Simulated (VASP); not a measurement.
Input of a VASP 6.6.1 run:

File INCAR:

```
SYSTEM = Pt
PREC = Accurate
ENCUT = 500
EDIFF = 1E-6
ISMEAR = -1
SIGMA = 0.05
LREAL = .FALSE.
LASPH = .TRUE.
NELM = 120
ALGO = Normal
ISIF = 2
LWAVE = .FALSE.
LCHARG = .FALSE.
GGA = PE
NBANDS = 11
GGA_COMPAT = .FALSE.
```

File KPOINTS:

```
Automatic mesh
0
G
  13 13 13
  0 0 0
```

File POSCAR:

```
Pt
1.0
    0.0000000000      1.9609000000      1.9609000000
    1.9609000000      0.0000000000      1.9609000000
    1.9609000000      1.9609000000      0.0000000000
Pt
1
Direct
    0.0000000000      0.0000000000      0.0000000000
```

Potentials or basis: VASP PAW PBE potentials, release 64 (Pt).

Launch:

```sh
$ cat potpaw_PBE.64/Pt/POTCAR > POTCAR
$ mpirun -np 1 vasp_std > vasp.out
```

**Question.** What does it give for the band gap on the k mesh?

**Answer.** Zero (bands 5 and 6 overlap by 2.17 eV).

**Question.** Predict the pressure.

**Answer.** 9.5 GPa.

Caveat: the cell stands under pressure; spin-orbit coupling is left out, which moves the levels of the heavy elements.
